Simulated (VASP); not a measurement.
# PtC (Fm-3m) in VASP: notebook

Runs on PtC. Level: PBE. Tasks: single point, relaxation of cell and atoms.

Program: VASP 6.6.1. These are calculated values, not measurements. Logs are shortened: lines on timing, memory, paths and dates and some standing lists are left out, and cuts for length are marked.

## 1. The cell of the first run

It takes space group Fm-3m (No. 225, cubic). The conventional cell has a = 4.471 Å, b = 4.471 Å, c = 4.471 Å, α = 90.00°, β = 90.00°, γ = 90.00°. Pt (site symmetry m-3m) has 6 C at 2.24 Å within 3.0 Å. Within 3.0 Å of C (site symmetry m-3m) lie 6 Pt at 2.24 Å.

## 2. Single point, PBE

Input file INCAR:

```
SYSTEM = PtC
PREC     = Accurate       ! precision mode
ENCUT    = 520            ! plane-wave cutoff, eV
EDIFF    = 1E-6           ! SCF threshold, eV
ISMEAR   = 0              ! smearing method
SIGMA    = 0.1            ! smearing width, eV
LREAL    = .False.        ! projectors in reciprocal space
LASPH    = .True.         ! aspherical terms in the spheres
NELM     = 100            ! most SCF steps
ALGO     = Normal         ! electronic algorithm
ISIF     = 2              ! what is computed and relaxed
LWAVE    = .False.        ! write WAVECAR
LCHARG   = .False.        ! write CHGCAR
GGA      = PE             ! functional
NBANDS   = 14             ! bands
```

Input file KPOINTS:

```
regular mesh
0
Gamma
  6 6 6
  0 0 0
```

Input file POSCAR:

```
PtC
1.0
    0.0000000000      2.2355506395      2.2355506395
    2.2355506395      0.0000000000      2.2355506395
    2.2355506395      2.2355506395      0.0000000000
Pt C
1 1
Direct
    0.0000000000      0.0000000000      0.0000000000
    0.5000000000      0.5000000000      0.5000000000
```

Potentials or basis: VASP PAW PBE potentials, release 64 (Pt, C).

Run with:

```console
> cat potpaw_PBE.64/Pt/POTCAR potpaw_PBE.64/C/POTCAR > POTCAR
> mpirun -np 1 vasp_std > vasp.out
```

OUTCAR:

```text
SYSTEM = PtC
   PREC = Accurate
   ENCUT = 520
   EDIFF = 1E-6
   ISMEAR = 0
   LREAL = .False.
   LASPH = .True.
   NELM = 100
   ISIF = 2
   GGA = PE

 ion  position               nearest neighbor table
   1  0.000  0.000  0.000-   2 2.24   2 2.24   2 2.24   2 2.24   2 2.24   2 2.24
   2  0.500  0.500  0.500-   1 2.24   1 2.24   1 2.24   1 2.24   1 2.24   1 2.24

  LATTYP: Found a face centered cubic cell.
 ALAT       =     4.4711012790

  Lattice vectors:

 A1 = (   0.0000000000,   2.2355506395,   2.2355506395)
 A2 = (   2.2355506395,   0.0000000000,   2.2355506395)
 A3 = (   2.2355506395,   2.2355506395,   0.0000000000)

Analysis of symmetry for initial positions (statically):
=====================================================================
 Subroutine PRICEL returns:
 Original cell was already a primitive cell.

 Routine SETGRP: Setting up the symmetry group for a
 face centered cubic supercell.

 Subroutine GETGRP returns: Found 48 space group operations
 (whereof 48 operations were pure point group operations)
 out of a pool of 48 trial point group operations.

The static configuration has the point symmetry O_h .

Analysis of symmetry for dynamics (positions and initial velocities):
=====================================================================
 Subroutine PRICEL returns:
 Original cell was already a primitive cell.

 Routine SETGRP: Setting up the symmetry group for a
 face centered cubic supercell.

 Subroutine GETGRP returns: Found 48 space group operations
 (whereof 48 operations were pure point group operations)
 out of a pool of 48 trial point group operations.

The dynamic configuration has the point symmetry O_h .

 Subroutine INISYM returns: Found 48 space group operations
 (whereof 48 operations are pure point group operations),
 and found     1 'primitive' translations

----------------------------------------------------------------------------------------

                                     Primitive cell

  volume of cell :      22.3452

  direct lattice vectors                    reciprocal lattice vectors
     0.000000000  2.235550639  2.235550639    -0.223658544  0.223658544  0.223658544
     2.235550639  0.000000000  2.235550639     0.223658544 -0.223658544  0.223658544
     2.235550639  2.235550639  0.000000000     0.223658544  0.223658544 -0.223658544

  length of vectors
     3.161546034  3.161546034  3.161546034     0.387387961  0.387387961  0.387387961

  position of ions in fractional coordinates (direct lattice)
     0.000000000  0.000000000  0.000000000
     0.500000000  0.500000000  0.500000000

  ion indices of the primitive-cell ions
   primitive index   ion index
                 1           1
                 2           2

----------------------------------------------------------------------------------------

 KPOINTS: regular mesh

Automatic generation of k-mesh.
 Grid dimensions read from file:
 generate k-points for:    6    6    6

 Generating k-lattice:

  Cartesian coordinates                     Fractional coordinates (reciprocal lattice)
    -0.037276424  0.037276424  0.037276424     0.166666667  0.000000000  0.000000000
     0.037276424 -0.037276424  0.037276424     0.000000000  0.166666667  0.000000000
     0.037276424  0.037276424 -0.037276424     0.000000000  0.000000000  0.166666667

  Length of vectors
     0.064564660  0.064564660  0.064564660

  Shift w.r.t. Gamma in fractional coordinates (k-lattice)
     0.000000000  0.000000000  0.000000000

 Subroutine IBZKPT returns following result:
 ===========================================

 Found     16 irreducible k-points:

 Following reciprocal coordinates:
            Coordinates               Weight
  0.000000  0.000000  0.000000      1.000000
  0.166667  0.000000  0.000000      8.000000
  0.333333  0.000000  0.000000      8.000000
  0.500000  0.000000  0.000000      4.000000
  0.166667  0.166667  0.000000      6.000000
  0.333333  0.166667  0.000000     24.000000
[... 8 lines left out ...]
 -0.333333  0.333333  0.166667     24.000000
 -0.333333  0.500000  0.166667     12.000000
   k-points           NKPTS =     16   k-points in BZ     NKDIM =     16   number of bands    NBANDS=     14
   number of dos      NEDOS =    301   number of ions     NIONS =      2
   total plane-waves  NPLWV =  13824
   dimension x,y,z NGX =    24 NGY =   24 NGZ =   24
   dimension x,y,z NGXF=    48 NGYF=   48 NGZF=   48
   ions per type =               1   1
   NGX,Y,Z   is equivalent  to a cutoff of  12.62, 12.62, 12.62 a.u.
   NGXF,Y,Z  is equivalent  to a cutoff of  25.24, 25.24, 25.24 a.u.
 SYSTEM =  PtC
   PREC   = accura    normal or accurate (medium, high low for compatibility)
   ISTART =      0    job   : 0-new  1-cont  2-samecut
   ICHARG =      2    charge: 1-file 2-atom 10-const
   ISPIN  =      1    spin polarized calculation?
   LNONCOLLINEAR =      F non collinear calculations
   LSORBIT =      F    spin-orbit coupling
   LASPH  =      T    aspherical Exc in radial PAW
   ENCUT  =  520.0 eV  38.22 Ry    6.18 a.u.   5.88  5.88  5.88*2*pi/ulx,y,z
   NELM   =    100;   NELMIN=  2; NELMDL= -5     # of ELM steps
   EDIFF  = 0.1E-05   stopping-criterion for ELM
   LREAL  =      F    real-space projection
   EDIFFG = 0.1E-04   stopping-criterion for IOM
   NSW    =      0    number of steps for IOM
   IBRION =     -1    ionic relax: 0-MD 1-quasi-New 2-CG
   NFREE  =      0    steps in history (QN), initial steepest desc. (CG)
   ISIF   =      2    stress and relaxation
   ISYM   =      2    0-nonsym 1-usesym 2-fastsym
   POTIM  = 0.5000    time-step for ionic-motion
   TEBEG  =    0.0;   TEEND  =   0.0 temperature during run
   PSTRESS=    0.0 pullay stress
   NELECT =      14.0000    total number of electrons
   NUPDOWN=      -1.0000    fix difference up-down
   EMIN   =  10.00;   EMAX   =-10.00  energy-range for DOS
   EFERMI =   0.00;   METHOD = LEGACY
   ISMEAR =     0;   SIGMA  =   0.10  broadening in eV -4-tet -1-fermi 0-gaus
   EFERMI_NEDOS =   21; number of points for ismear=-14 and -15
   IALGO  =     38    algorithm
   IMIX   =      4    mixing-type and parameters
     AMIX     =   0.40;   BMIX     =  1.00
     AMIX_MAG =   1.60;   BMIX_MAG =  1.00
  volume/ion in A,a.u.               =      11.17        75.40
  Fermi-wavevector in a.u.,A,eV,Ry     =   1.400844  2.647211 26.699569  1.962363
  Thomas-Fermi vector in A             =   2.523764
   LORBIT       =      0    0 simple, 1 ext, 2 COOP (PROOUT), +10 PAW based schemes
   GGA     = PE    functional components
   LHFCALC =     F    Hartree Fock is set to
   AEXX    =    0.0000 exact exchange contribution
   IVDW    =     0    specifies the selected vdW correction
   LEPSILON=     F    determine dielectric tensor
   LRPA    =     F    only Hartree local field effects (RPA)
 non-spin polarized calculation
 Gauss-broadening in eV      SIGMA  =   0.10
  energy-cutoff  :      520.00
  volume of cell :       22.35
 maximum number of plane-waves:       620
   NGX = 11   NGY = 11   NGZ = 11

 number of electron      14.0000001 magnetization

 Free energy of the ion-electron system (eV)
  ---------------------------------------------------
  ext. energy  EPLUGINS =         0.00000000
  ---------------------------------------------------
  free energy    TOTEN  =       -12.34765016 eV

  energy without entropy =      -12.33288758  energy(sigma->0) =      -12.34026887

 E-fermi :  10.3522     XC(G=0): -13.0939

 val. band max:       10.3466486835   @ k =  -0.1667   0.1667   0.0000
 cond. band min:      10.3917976482   @ k =   0.5000   0.3333   0.1667
 fundamental gap:      0.0451489647
 Fermi energy:        10.3521745071

 k-point     1 :       0.0000    0.0000    0.0000
  band No.  band energies     occupation
      1      -4.3970      2.00000
      2       6.0900      2.00000
      3       6.0900      2.00000
      4       6.0900      2.00000
      5       6.7684      2.00000
      6       6.7684      2.00000
      7      10.0966      1.99970
      8      10.0966      1.99970
      9      10.0966      1.99970
     10      16.2228      0.00000
     11      22.5819      0.00000
     12      30.3334      0.00000
     13      30.3334      0.00000
     14      30.3334      0.00000

 k-point     2 :       0.1667    0.0000    0.0000
  band No.  band energies     occupation
      1      -3.7851      2.00000
      2       5.2836      2.00000
      3       5.4944      2.00000
      4       5.4944      2.00000
      5       6.6146      2.00000
      6       6.6146      2.00000
      7       9.4905      2.00000
      8      11.7737      0.00000
      9      11.7737      0.00000
     10      17.5004      0.00000
     11      22.7082      0.00000
     12      27.1589      0.00000
     13      27.7057      0.00000
     14      27.7057      0.00000

 k-point     3 :       0.3333    0.0000    0.0000
  band No.  band energies     occupation
      1      -2.1375      2.00000
      2       3.2019      2.00000
      3       4.2277      2.00000
      4       4.2277      2.00000
      5       7.4974      2.00000
      6       7.4974      2.00000
      7       9.2699      2.00000
      8      14.3448      0.00000
      9      14.3448      0.00000
     10      17.7575      0.00000
     11      21.6665      0.00000
     12      23.7944      0.00000
     13      23.7944      0.00000
     14      28.5598      0.00000
[... 188 lines left out ...]
 k-point    15 :      -0.3333    0.3333    0.1667
  band No.  band energies     occupation
      1      -1.2331      2.00000
      2       3.0760      2.00000
      3       4.3474      2.00000
      4       4.5282      2.00000
      5       8.0271      2.00000
      6       8.4094      2.00000
      7       9.1790      2.00000
      8      12.2016      0.00000
      9      12.3659      0.00000
     10      19.5272      0.00000
     11      20.2638      0.00000
     12      22.4696      0.00000
     13      24.7314      0.00000
     14      30.1986      0.00000

 k-point    16 :      -0.3333    0.5000    0.1667
  band No.  band energies     occupation
      1      -1.6236      2.00000
      2       4.3441      2.00000
      3       4.6041      2.00000
      4       4.7292      2.00000
      5       8.6199      2.00000
      6       8.9058      2.00000
      7       9.0928      2.00000
      8      10.1387      1.99746
      9      11.0816      0.00000
     10      17.7756      0.00000
     11      22.1971      0.00000
     12      22.9196      0.00000
     13      25.6378      0.00000
     14      29.5737      0.00000

------------------------ aborting loop because EDIFF is reached ----------------------------------------

  FORCE on cell =-STRESS in cart. coord.  units (eV):
  Direction    XX          YY          ZZ          XY          YZ          ZX
  --------------------------------------------------------------------------------------
  -------------------------------------------------------------------------------------
  Total       -0.0384263     -0.0384263     -0.0384263      0.0000000      0.0000000     -0.0000000
  in kB       -2.7552174     -2.7552174     -2.7552174      0.0000000      0.0000000     -0.0000000
  external PRESSURE =      -2.7552174 kB  Pullay stress =       0.0000000 kB

 VOLUME and BASIS-vectors are now :
 -----------------------------------------------------------------------------
  energy-cutoff  :      520.00
  volume of cell :       22.35
      direct lattice vectors                 reciprocal lattice vectors
     0.000000000  2.235550639  2.235550639    -0.223658544  0.223658544  0.223658544
     2.235550639  0.000000000  2.235550639     0.223658544 -0.223658544  0.223658544
     2.235550639  2.235550639  0.000000000     0.223658544  0.223658544 -0.223658544

 POSITION                                       TOTAL-FORCE (eV/Angst)
 -----------------------------------------------------------------------------------
      0.00000      0.00000      0.00000         0.000000     -0.000000      0.000000
      2.23555      2.23555      2.23555        -0.000000      0.000000     -0.000000
 -----------------------------------------------------------------------------------
    total drift:                                0.000000     -0.000000     -0.000000

  FREE ENERGIE OF THE ION-ELECTRON SYSTEM (eV)
  ---------------------------------------------------
  free  energy   TOTEN  =       -12.3476501636 eV

  energy  without entropy=      -12.3328875813  energy(sigma->0) =      -12.34026887
```

Run time: 6.4 s. Hardware: 1 thread of Intel Xeon 8259CL, shared host; peak memory 0.14 GiB.

What came out:

- Free energy: -12.3477 eV
- Pressure: -0.3 GPa
- Band gap on the k mesh: zero (bands 7 and 8 overlap by 1.92 eV)

Caveat: the k points lie up to 0.41 Å⁻¹ apart, too coarse for converged energies and pressures of a metal; spin-orbit coupling is left out, which moves the levels of the heavy elements.

[end of part 1 of 2]
